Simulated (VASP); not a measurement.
Write the native input for VASP 6.6.1 that does the following.

| Quantity | Value |
| --- | --- |
| Task | single point |
| Functional | r2SCAN |
| Potentials or basis | VASP PAW PBE potentials, release 64 (Si, O) |
| Cutoff | 660 eV |
| k mesh | 13 × 13 × 13 |
| Occupations | fermi-dirac, width 0.1 eV |
| Spin | no spin polarisation |
| Dipole correction | no |
| Further INCAR settings | ALGO = Normal; EDIFF = 1e-06; NBANDS = 15 |

Crystal: SiO2 (fluorite type).

```
Si O
1.0
     0.00000    2.27575    2.27575
     2.27575    0.00000    2.27575
     2.27575    2.27575    0.00000
Si O
1 2
Direct
  0.00000 0.00000 0.00000
  0.25000 0.25000 0.25000
  0.75000 0.75000 0.75000
```

One way to write it, as run:

POSCAR

```
SiO2
1.0
    0.0000000000      2.2757465681      2.2757465681
    2.2757465681      0.0000000000      2.2757465681
    2.2757465681      2.2757465681      0.0000000000
Si O
1 2
Direct
    0.0000000000      0.0000000000      0.0000000000
    0.2500000000      0.2500000000      0.2500000000
    0.7500000000      0.7500000000      0.7500000000
```

INCAR.step1

```
PREC     = Accurate       # precision mode
ENCUT    = 660            # plane-wave cutoff, eV
ISMEAR   = -1             # smearing method
SIGMA    = 0.1            # smearing width, eV
LREAL    = F              # projectors in reciprocal space
LASPH    = T              # aspherical terms in the spheres
NELM     = 120            # most SCF steps
NBANDS   = 15             # bands
GGA      = PE             # functional
ALGO     = Normal         # electronic algorithm
EDIFF    = 1E-5           # SCF threshold, eV
LWAVE    = T              # write WAVECAR
LCHARG   = F              # write CHGCAR
GGA_COMPAT= F
```

INCAR.step2

```
PREC     = Accurate       # precision mode
ENCUT    = 660            # plane-wave cutoff, eV
EDIFF    = 1E-6           # SCF threshold, eV
ISMEAR   = -1             # smearing method
SIGMA    = 0.1            # smearing width, eV
LREAL    = F              # projectors in reciprocal space
LASPH    = T              # aspherical terms in the spheres
NELM     = 120            # most SCF steps
ALGO     = Normal         # electronic algorithm
ISIF     = 2              # what is computed and relaxed
LWAVE    = F              # write WAVECAR
LCHARG   = F              # write CHGCAR
METAGGA  = R2SCAN         # meta-GGA
LMIXTAU  = T            
NBANDS   = 15             # bands
ISTART   = 1            
GGA_COMPAT= F
```

KPOINTS

```
Automatic mesh
0
Gamma
  13 13 13
```

Potentials or basis: VASP PAW PBE potentials, release 64 (Si, O).

The run is started by

```sh
$ cat potpaw_PBE.64/Si/POTCAR potpaw_PBE.64/O/POTCAR > POTCAR
$ cp INCAR.step1 INCAR
$ mpirun -np 1 vasp_std > vasp.out
$ cp INCAR.step2 INCAR
$ mpirun -np 1 vasp_std > vasp.out
```

It gave:

The pressure is -4.5 GPa. The band gap on the k mesh is 2.72 eV (least direct gap 2.79 eV).

Caveat: the cell stands under tension; the PAW data sets were made with another functional, which shifts forces and pressure a little; an odd mesh through Γ misses points on the zone boundary, where band edges can lie.

It took 80 s on 1 thread of Intel(R) Xeon(R) 6975P-C (Granite Rapids), with other jobs on the host, peak memory 0.17 GiB.
